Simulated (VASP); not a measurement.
ZnO: single point with r2SCAN

Crystal: ZnO.

```
Zn O
1.0
     3.00634    0.00000    0.00000
    -1.50317    2.60356    0.00000
     0.00000    0.00000    5.17639
Zn O
2 2
Direct
  0.00000 0.00000 0.00000
  0.00000 0.00000 0.50000
  0.33333 0.66667 0.25000
  0.66667 0.33333 0.75000
```

This cell differs from its parent crystal: volume changed by +3%.

| Item | Value |
| --- | --- |
| Program | VASP 6.6.1 |
| Task | single point |
| Functional | r2SCAN |
| Potentials or basis | VASP PAW PBE potentials, release 64 (Zn, O) |
| Cutoff | 520 eV |
| k mesh | 9 × 9 × 4 |
| Occupations | gaussian, width 0.01 eV |
| Spin | no spin polarisation |

| Item | Value |
| --- | --- |
| Pressure | -4.0 GPa |
| Band gap on the k mesh | 1.19 eV, direct |

Stress tensor (GPa, compression positive):
```
-3.79  0.00  0.00
 0.00 -3.79  0.00
 0.00  0.00 -4.50
```

Levels at points of the mesh, in eV from the valence-band top:
```tsv
k point	band 14	band 15	band 16	band 17	band 18	band 19	band 20	band 21	band 22	band 23
(0.00, 0.00, 0.00)	-1.56	-1.17	-1.17	0.00	0.00	1.19	6.29	9.26	14.80	14.80
(0.00, 0.00, 0.50)	-3.69	-0.51	-0.51	-0.51	-0.51	4.29	4.29	11.72	11.72	15.82
```

It took 90 s on 1 thread of AMD EPYC 9R45 96-Core Processor (Zen 5) (shared host), peak memory 0.15 GiB.

Caveat: the PAW data sets were made with another functional, which shifts forces and pressure a little.
